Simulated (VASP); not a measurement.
# Rh (Fm-3m) in VASP: further runs

The runs below take Rh through single point, with PBE, LDA.

Everything below comes from runs of VASP 6.6.1. Logs are shortened: lines on timing, memory, paths and dates and some standing lists are left out, and cuts for length are marked.

## (1) The cell of the first run

The structure is cubic, space group Fm-3m (No. 225). The conventional cell has a = 3.796 Å, b = 3.796 Å, c = 3.796 Å, α = 90.00°, β = 90.00°, γ = 90.00°. Rh (site symmetry m-3m) has 12 Rh at 2.68 Å within 3.5 Å.

## (2) Single point, PBE

INCAR reads:

```
SYSTEM = Rh
  PREC = Accurate
  ENCUT = 520
  EDIFF = 1E-6
  ISMEAR = 0
  SIGMA = 0.011
  LREAL = .False.
  LASPH = .True.
  NELM = 100
  ALGO = Normal
  ISIF = 2
  LWAVE = .False.
  LCHARG = .True.
  GGA = PE
  LELF = .True.
  LVHAR = .True.
  NBANDS = 14
```

KPOINTS reads:

```
regular mesh
0
Gamma
  12 12 12
  0 0 0
```

POSCAR reads:

```
Rh
1.0
    0.0000000000      1.8978500000      1.8978500000
    1.8978500000      0.0000000000      1.8978500000
    1.8978500000      1.8978500000      0.0000000000
Rh
1
Direct
    0.0000000000      0.0000000000      0.0000000000
```

Potentials or basis: VASP PAW PBE potentials, release 64 (Rh_pv).

Started as:

```console
> cat potpaw_PBE.64/Rh_pv/POTCAR > POTCAR
> mpirun -np 1 vasp_std > vasp.out
```

OUTCAR:

```text
SYSTEM = Rh
   PREC = Accurate
   ENCUT = 520
   EDIFF = 1E-6
   ISMEAR = 0
   LREAL = .False.
   LASPH = .True.
   NELM = 100
   ISIF = 2
   GGA = PE

 ion  position               nearest neighbor table
   1  0.000  0.000  0.000-

  LATTYP: Found a face centered cubic cell.
 ALAT       =     3.7957000000

  Lattice vectors:

 A1 = (   0.0000000000,   1.8978500000,   1.8978500000)
 A2 = (   1.8978500000,   0.0000000000,   1.8978500000)
 A3 = (   1.8978500000,   1.8978500000,   0.0000000000)

Analysis of symmetry for initial positions (statically):
[... 33 lines left out ...]
                                     Primitive cell

  volume of cell :      13.6715

  direct lattice vectors                    reciprocal lattice vectors
     0.000000000  1.897850000  1.897850000    -0.263456016  0.263456016  0.263456016
     1.897850000  0.000000000  1.897850000     0.263456016 -0.263456016  0.263456016
     1.897850000  1.897850000  0.000000000     0.263456016  0.263456016 -0.263456016

  length of vectors
     2.683965209  2.683965209  2.683965209     0.456319205  0.456319205  0.456319205

  position of ions in fractional coordinates (direct lattice)
     0.000000000  0.000000000  0.000000000

  ion indices of the primitive-cell ions
   primitive index   ion index
                 1           1

----------------------------------------------------------------------------------------

 KPOINTS: regular mesh

Automatic generation of k-mesh.
 Grid dimensions read from file:
 generate k-points for:   12   12   12

 Generating k-lattice:

  Cartesian coordinates                     Fractional coordinates (reciprocal lattice)
    -0.021954668  0.021954668  0.021954668     0.083333333  0.000000000  0.000000000
     0.021954668 -0.021954668  0.021954668     0.000000000  0.083333333  0.000000000
     0.021954668  0.021954668 -0.021954668     0.000000000  0.000000000  0.083333333

  Length of vectors
     0.038026600  0.038026600  0.038026600

  Shift w.r.t. Gamma in fractional coordinates (k-lattice)
     0.000000000  0.000000000  0.000000000

 Subroutine IBZKPT returns following result:
 ===========================================

 Found     72 irreducible k-points:

 Following reciprocal coordinates:
            Coordinates               Weight
  0.000000  0.000000  0.000000      1.000000
  0.083333  0.000000  0.000000      8.000000
  0.166667  0.000000  0.000000      8.000000
  0.250000  0.000000  0.000000      8.000000
  0.333333  0.000000  0.000000      8.000000
  0.416667  0.000000  0.000000      8.000000
[... 38 lines left out ...]
   LREAL  =      F    real-space projection
   EDIFFG = 0.1E-04   stopping-criterion for IOM
   NSW    =      0    number of steps for IOM
   IBRION =     -1    ionic relax: 0-MD 1-quasi-New 2-CG
   NFREE  =      0    steps in history (QN), initial steepest desc. (CG)
   ISIF   =      2    stress and relaxation
   ISYM   =      2    0-nonsym 1-usesym 2-fastsym
   POTIM  = 0.5000    time-step for ionic-motion
   TEBEG  =    0.0;   TEEND  =   0.0 temperature during run
   PSTRESS=    0.0 pullay stress
   NELECT =      15.0000    total number of electrons
   NUPDOWN=      -1.0000    fix difference up-down
   EMIN   =  10.00;   EMAX   =-10.00  energy-range for DOS
   EFERMI =   0.00;   METHOD = LEGACY
   ISMEAR =     0;   SIGMA  =   0.01  broadening in eV -4-tet -1-fermi 0-gaus
   EFERMI_NEDOS =   21; number of points for ismear=-14 and -15
   IALGO  =     38    algorithm
   IMIX   =      4    mixing-type and parameters
     AMIX     =   0.40;   BMIX     =  1.00
     AMIX_MAG =   1.60;   BMIX_MAG =  1.00
  volume/ion in A,a.u.               =      13.67        92.26
  Fermi-wavevector in a.u.,A,eV,Ry     =   1.688496  3.190795 38.790465  2.851019
  Thomas-Fermi vector in A             =   2.770792
   LORBIT       =      0    0 simple, 1 ext, 2 COOP (PROOUT), +10 PAW based schemes
   GGA     = PE    functional components
   LHFCALC =     F    Hartree Fock is set to
   AEXX    =    0.0000 exact exchange contribution
   IVDW    =     0    specifies the selected vdW correction
   LEPSILON=     F    determine dielectric tensor
   LRPA    =     F    only Hartree local field effects (RPA)
 non-spin polarized calculation
 Gauss-broadening in eV      SIGMA  =   0.01
  energy-cutoff  :      520.00
  volume of cell :       13.67
 maximum number of plane-waves:       380
   NGX =  9   NGY =  9   NGZ =  9

 number of electron      15.0000007 magnetization

 Free energy of the ion-electron system (eV)
  ---------------------------------------------------
  ext. energy  EPLUGINS =         0.00000000
  ---------------------------------------------------
  free energy    TOTEN  =        -7.25237864 eV

  energy without entropy =       -7.25223383  energy(sigma->0) =       -7.25230623

 E-fermi :  12.0642     XC(G=0): -14.0713

 val. band max:       12.0441101007   @ k =   0.3333   0.1667   0.0000
 cond. band min:      12.0708149352   @ k =   0.5000   0.4167   0.0000
 fundamental gap:      0.0267048345
 Fermi energy:        12.0641780100

 k-point     1 :       0.0000    0.0000    0.0000
  band No.  band energies     occupation
      1     -34.4043      2.00000
      2     -34.4043      2.00000
      3     -34.4043      2.00000
      4       4.0068      2.00000
      5       8.8898      2.00000
      6       8.8898      2.00000
      7       8.8898      2.00000
      8      10.9920      2.00000
      9      10.9920      2.00000
     10      28.0010      0.00000
     11      32.4775      0.00000
     12      33.4935      0.00000
     13      33.4935      0.00000
     14      33.4935      0.00000
[... 377 lines left out ...]
      1     -35.0811      2.00000
      2     -34.6431      2.00000
      3     -34.5351      2.00000
      4       6.5716      2.00000
      5       8.2220      2.00000
      6       9.4883      2.00000
      7       9.9234      2.00000
      8      12.2524      0.00000
      9      16.1451      0.00000
     10      20.7941      0.00000
     11      28.0745      0.00000
     12      30.9579      0.00000
     13      32.4800      0.00000
     14      32.6426      0.00000

 [... further k-points ...]
[... 5 lines left out ...]
  --------------------------------------------------------------------------------------
  -------------------------------------------------------------------------------------
  Total        0.6302442      0.6302442      0.6302442      0.0000000     -0.0000000      0.0000000
  in kB       73.8590608     73.8590608     73.8590608      0.0000000     -0.0000000      0.0000000
  external PRESSURE =      73.8590608 kB  Pullay stress =       0.0000000 kB

 VOLUME and BASIS-vectors are now :
 -----------------------------------------------------------------------------
  energy-cutoff  :      520.00
  volume of cell :       13.67
      direct lattice vectors                 reciprocal lattice vectors
     0.000000000  1.897850000  1.897850000    -0.263456016  0.263456016  0.263456016
     1.897850000  0.000000000  1.897850000     0.263456016 -0.263456016  0.263456016
     1.897850000  1.897850000  0.000000000     0.263456016  0.263456016 -0.263456016

 POSITION                                       TOTAL-FORCE (eV/Angst)
 -----------------------------------------------------------------------------------
      0.00000      0.00000      0.00000         0.000000      0.000000      0.000000
 -----------------------------------------------------------------------------------
    total drift:                                0.000000      0.000000      0.000000

  FREE ENERGIE OF THE ION-ELECTRON SYSTEM (eV)
  ---------------------------------------------------
  free  energy   TOTEN  =        -7.2523786396 eV

  energy  without entropy=       -7.2522338284  energy(sigma->0) =       -7.25230623
```

It took 12 s on 1 thread of Intel Xeon 8259CL, shared host; peak memory 0.13 GiB.

Results:

```yaml
Free_energy: -7.2524 eV
Pressure: 7.4 GPa
```

## (3) Single point, PBE

This run uses another cell than the first one, of 14.04 Å³/atom, 1.027 times its volume.

INCAR reads:

```
SYSTEM = Rh
PREC     = Accurate       ! precision mode
ENCUT    = 520            ! plane-wave cutoff, eV
EDIFF    = 1E-6           ! SCF threshold, eV
ISMEAR   = -1             ! smearing method
SIGMA    = 0.05           ! smearing width, eV
LREAL    = .False.        ! projectors in reciprocal space
LASPH    = .True.         ! aspherical terms in the spheres
NELM     = 100            ! most SCF steps
ALGO     = Normal         ! electronic algorithm
ISIF     = 2              ! what is computed and relaxed
LWAVE    = .False.        ! write WAVECAR
LCHARG   = .False.        ! write CHGCAR
GGA      = PE             ! functional
NBANDS   = 14             ! bands
```

KPOINTS is that of step 2.

POSCAR reads:

```
Rh
1.0
    0.0000000000      1.9145803032      1.9145803032
    1.9145803032      0.0000000000      1.9145803032
    1.9145803032      1.9145803032      0.0000000000
Rh
1
Direct
    0.0000000000      0.0000000000      0.0000000000
```

Potentials or basis: VASP PAW PBE potentials, release 64 (Rh_pv).

Started as:

```console
> cat potpaw_PBE.64/Rh_pv/POTCAR > POTCAR
> mpirun -np 1 vasp_std > vasp.out
```

Wall time 13 s (1 thread of Intel Xeon 8259CL, shared host); peak memory 0.13 GiB.

The run converged. Its results:

```
Free energy : -7.2654 eV
Pressure    : 0.2 GPa
```

Levels at points of the mesh, in eV from the Fermi level:
| k point | band 5 | band 6 | band 7 | band 8 | band 9 | band 10 |
| --- | --- | --- | --- | --- | --- | --- |
| (0.00, 0.00, 0.00) | -3.00 | -3.00 | -3.00 | -0.98 | -0.98 | 16.01 |
| (0.50, 0.00, 0.00) | -3.07 | -3.07 | 0.53 | 0.53 | 0.75 | 8.42 |
| (0.50, 0.50, 0.00) | -5.77 | 0.50 | 0.93 | 0.93 | 3.24 | 12.00 |

## (4) Single point, LDA

INCAR reads:

```
SYSTEM = Rh
PREC = Accurate
ENCUT = 520
EDIFF = 1E-7
ISMEAR = -1
SIGMA = 0.05
LREAL = .FALSE.
LASPH = .TRUE.
NELM = 80
ALGO = Fast
ISIF = 2
LWAVE = .FALSE.
LCHARG = .FALSE.
GGA = CA
NBANDS = 14
```

KPOINTS reads:

```
Automatic mesh
0
G
  12 12 12
  0 0 0
```

POSCAR reads:

```
Rh
1.0
    0.0000000000      1.8978500000      1.8978500000
    1.8978500000      0.0000000000      1.8978500000
    1.8978500000      1.8978500000      0.0000000000
Rh
1
Direct
    0.0000000000      0.0000000000      0.0000000000
```

Potentials or basis: VASP PAW LDA potentials, release 64 (Rh_pv).

Started as:

```console
> cat potpaw_LDA.64/Rh_pv/POTCAR > POTCAR
> mpirun -np 1 vasp_std > vasp.out
```

OUTCAR:

```text
SYSTEM = Rh
   PREC = Accurate
   ENCUT = 520
   EDIFF = 1E-7
   ISMEAR = -1
   LREAL = .FALSE.
   LASPH = .TRUE.
   NELM = 80
   ISIF = 2
   GGA = CA

 ion  position               nearest neighbor table
   1  0.000  0.000  0.000-

  LATTYP: Found a face centered cubic cell.
 ALAT       =     3.7957000000

  Lattice vectors:

 A1 = (   0.0000000000,   1.8978500000,   1.8978500000)
 A2 = (   1.8978500000,   0.0000000000,   1.8978500000)
 A3 = (   1.8978500000,   1.8978500000,   0.0000000000)

Analysis of symmetry for initial positions (statically):
[... 33 lines left out ...]
                                     Primitive cell

  volume of cell :      13.6715

  direct lattice vectors                    reciprocal lattice vectors
     0.000000000  1.897850000  1.897850000    -0.263456016  0.263456016  0.263456016
     1.897850000  0.000000000  1.897850000     0.263456016 -0.263456016  0.263456016
     1.897850000  1.897850000  0.000000000     0.263456016  0.263456016 -0.263456016

  length of vectors
     2.683965209  2.683965209  2.683965209     0.456319205  0.456319205  0.456319205

  position of ions in fractional coordinates (direct lattice)
     0.000000000  0.000000000  0.000000000

  ion indices of the primitive-cell ions
[... 126 lines left out ...]
 fundamental gap:      0.1260782898
 Fermi energy:        11.8225546065

 k-point     1 :       0.0000    0.0000    0.0000
  band No.  band energies     occupation
      1     -34.3820      2.00000
      2     -34.3820      2.00000
      3     -34.3820      2.00000
      4       3.7429      2.00000
      5       8.6645      2.00000
      6       8.6645      2.00000
      7       8.6645      2.00000
      8      10.8063      2.00000
      9      10.8063      2.00000
     10      27.7616      0.00000
     11      32.1041      0.00000
     12      33.1969      0.00000
     13      33.1969      0.00000
     14      33.1969      0.00000
[... 377 lines left out ...]
      1     -35.0718      2.00000
      2     -34.6253      2.00000
      3     -34.5152      2.00000
      4       6.3310      2.00000
      5       8.0090      2.00000
      6       9.2813      2.00000
      7       9.7090      2.00000
      8      12.0645      0.01569
      9      15.9365      0.00000
     10      20.5376      0.00000
     11      27.8586      0.00000
     12      30.6584      0.00000
     13      32.1070      0.00000
     14      32.3227      0.00000

 [... further k-points ...]
[... 5 lines left out ...]
  --------------------------------------------------------------------------------------
  -------------------------------------------------------------------------------------
  Total       -0.7734034     -0.7734034     -0.7734034     -0.0000000     -0.0000000      0.0000000
  in kB      -90.6360580    -90.6360580    -90.6360580     -0.0000000     -0.0000000      0.0000000
  external PRESSURE =     -90.6360580 kB  Pullay stress =       0.0000000 kB

 VOLUME and BASIS-vectors are now :
 -----------------------------------------------------------------------------
  energy-cutoff  :      520.00
  volume of cell :       13.67
      direct lattice vectors                 reciprocal lattice vectors
     0.000000000  1.897850000  1.897850000    -0.263456016  0.263456016  0.263456016
     1.897850000  0.000000000  1.897850000     0.263456016 -0.263456016  0.263456016
     1.897850000  1.897850000  0.000000000     0.263456016  0.263456016 -0.263456016

 POSITION                                       TOTAL-FORCE (eV/Angst)
 -----------------------------------------------------------------------------------
      0.00000      0.00000      0.00000        -0.000000      0.000000     -0.000000
 -----------------------------------------------------------------------------------
    total drift:                                0.000000      0.000000      0.000000

  FREE ENERGIE OF THE ION-ELECTRON SYSTEM (eV)
  ---------------------------------------------------
  free  energy   TOTEN  =        -8.6803050496 eV

  energy  without entropy=       -8.6721303735  energy(sigma->0) =       -8.67621771
```

OSZICAR:

```text
N       E                     dE             d eps       ncg     rms          rms(c)
DAV:   1     0.118784179980E+03    0.11878E+03   -0.89559E+03  2038   0.116E+03
DAV:   2    -0.758336790780E+01   -0.12637E+03   -0.12025E+03  2214   0.341E+02
DAV:   3    -0.925841077609E+01   -0.16750E+01   -0.16723E+01  2382   0.426E+01
DAV:   4    -0.926476346169E+01   -0.63527E-02   -0.63525E-02  2316   0.267E+00
DAV:   5    -0.926481868277E+01   -0.55221E-04   -0.55220E-04  2346   0.220E-01    0.107E+01
RMM:   6    -0.870568622888E+01    0.55913E+00   -0.90390E-01  2164   0.914E+00    0.355E+00
RMM:   7    -0.868561183958E+01    0.20074E-01   -0.28809E-02  2177   0.177E+00    0.165E+00
RMM:   8    -0.868053725455E+01    0.50746E-02   -0.66958E-03  2373   0.982E-01    0.211E-01
RMM:   9    -0.868029190695E+01    0.24535E-03   -0.66209E-04  2457   0.289E-01    0.910E-03
RMM:  10    -0.868030452930E+01   -0.12622E-04   -0.81726E-05  2472   0.117E-01    0.705E-03
RMM:  11    -0.868030496429E+01   -0.43498E-06   -0.64657E-06  2495   0.321E-02    0.157E-03
RMM:  12    -0.868030506556E+01   -0.10127E-06   -0.13331E-06  2452   0.159E-02    0.158E-03
RMM:  13    -0.868030504957E+01    0.15988E-07   -0.35143E-07  1972   0.784E-03
   1 F= -.86803050E+01 E0= -.86762177E+01  d E =-.817468E-02
```

It took 18 s on 1 thread of Intel Xeon 8259CL, shared host; peak memory 0.13 GiB.

Results:

- Free energy: -8.6803 eV
- Pressure: -9.1 GPa

## (5) Summary

| level | potentials or basis | cell | smearing | gap on the mesh (eV) | pressure (GPa) |
| --- | --- | --- | --- | --- | --- |
| PBE | VASP PAW PBE potentials, release 64 (Rh_pv) | a = 2.684 Å, angles 60.0°, 1 atom | gaussian 0.011 eV | none | 7.4 |
| PBE | VASP PAW PBE potentials, release 64 (Rh_pv) | a = 2.708 Å, angles 60.0°, 1 atom | fermi-dirac 0.05 eV | none | 0.2 |
| LDA | VASP PAW LDA potentials, release 64 (Rh_pv) | a = 2.684 Å, angles 60.0°, 1 atom | fermi-dirac 0.05 eV | none | -9.1 |

Alike in all rows: task single point; no spin polarisation; k mesh 12 × 12 × 12; cutoff (eV) 520.

Total energies depend on the potentials used, so only differences within one code and one set of settings carry meaning.
